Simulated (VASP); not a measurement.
Cu: single point with PBE+D3(BJ)

Crystal: Cu.

```
Cu
1.0
    -1.43687    1.43687    1.37474
     1.43687   -1.43687    1.37474
     1.43687    1.43687   -1.37474
Cu
1
Direct
  0.00000 0.00000 0.00000
```

- Program: VASP 6.6.1
- Task: single point
- Functional: PBE
- Dispersion: D3(BJ)
- Potentials or basis: VASP PAW PBE potentials, release 64 (Cu)
- Cutoff: 520 eV
- k mesh: 13 × 13 × 13
- Occupations: fermi-dirac, width 0.05 eV
- Spin: no spin polarisation

| Item | Value |
| --- | --- |
| Pressure | 0.6 GPa |
| Dispersion energy per atom | -0.607 eV |

Stress tensor (GPa, compression positive):
```
0.60 0.00 0.00
0.00 0.60 0.00
0.00 0.00 0.51
```

Levels at points of the mesh, in eV from the Fermi level:
```
           k point  band 2  band 3  band 4  band 5  band 6  band 7  band 8  band 9  band 10  band 11
(0.00, 0.00, 0.00)   -3.30   -3.12   -3.12   -2.22   -2.02   25.04   25.04   26.20    29.17    29.20
```

Wall time 16 s on 1 thread of Intel Xeon 6455B (shared host), peak memory 0.15 GiB.

Caveat: pairwise dispersion overbinds metals, which lowers pressure and volume.
